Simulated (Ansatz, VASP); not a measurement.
**C in VASP and in Ansatz**

INCAR

```
SYSTEM = C
PREC = Accurate
ENCUT = 520
EDIFF = 1E-6
ISMEAR = 0
SIGMA = 0.05
LREAL = .False.
LASPH = .True.
NELM = 80
ALGO = Normal
ISIF = 2
LWAVE = .False.
LCHARG = .False.
GGA = PE
IVDW = 12
NBANDS = 11
```

KPOINTS

```
Automatic mesh
0
Gamma
  15 15 15
  0 0 0
```

The input POSCAR:

```
C
1.0
    1.2324984681      0.7115833223      3.3613878357
   -1.2324984681      0.7115833223      3.3613878357
    0.0000000000     -1.4231666447      3.3613878357
C
2
Direct
    0.1548586451      0.1548586451      0.1759383971
    0.8451413549      0.8451413549      0.8240616029
```

Input for Ansatz:

```yaml
crystal:
  lattice:
    - [1.2324984681, 0.7115833223, 3.3613878357]
    - [-1.2324984681, 0.7115833223, 3.3613878357]
    - [0.0, -1.4231666447, 3.3613878357]
  atoms:
    - { symbol: C, position: [0.1548586451, 0.1548586451, 0.1759383971] }
    - { symbol: C, position: [0.8451413549, 0.8451413549, 0.8240616029] }
basis:
  ecutwfc: 520.0
kpoints:
  mp_grid: { grid: [15, 15, 15] }
hamiltonian:
  xc: pbe
  dispersion: d3bj
scf:
  occupations: { method: gaussian, width: 0.05 }
output:
  forces: true
  stress: true
  eigenvalues: true
```

Change from the starting cell: mode 4 frozen in at -0.048 Å and mode 6 at -0.030 Å (largest displacements).

Alike in both runs: task single point; functional PBE; dispersion D3(BJ); k mesh 15 × 15 × 15; occupations gaussian, width 0.05 eV; no spin polarisation.

|  | VASP | Ansatz |
| --- | --- | --- |
| version | VASP 6.6.1 | Ansatz 0.2.0 |
| potentials or method | VASP PAW PBE potentials, release 64 (C), cutoff 520 eV | scalar-relativistic, plane waves, PAW |
| valence electrons in the cell | 8 | 8 |

VASP gave:

```
gap on the k mesh at the Fermi level (eV)                     : 0.03
least direct gap on the mesh (eV)                             : 0.03
pressure (GPa)                                                : 1.6
traceless stress, the component that is largest in VASP (GPa) : 8.05
rms of the force components (eV/Å)                            : 2.154
```

Q: Estimate Ansatz's values.

A: gap on the k mesh at the Fermi level (eV): 0.03; least direct gap on the mesh (eV): 0.03; pressure (GPa): 1.2; traceless stress, the component that is largest in VASP (GPa): 7.68; rms of the force components (eV/Å): 2.152.

Atom by atom the forces differ by 0.005 eV/Å (rms over components).
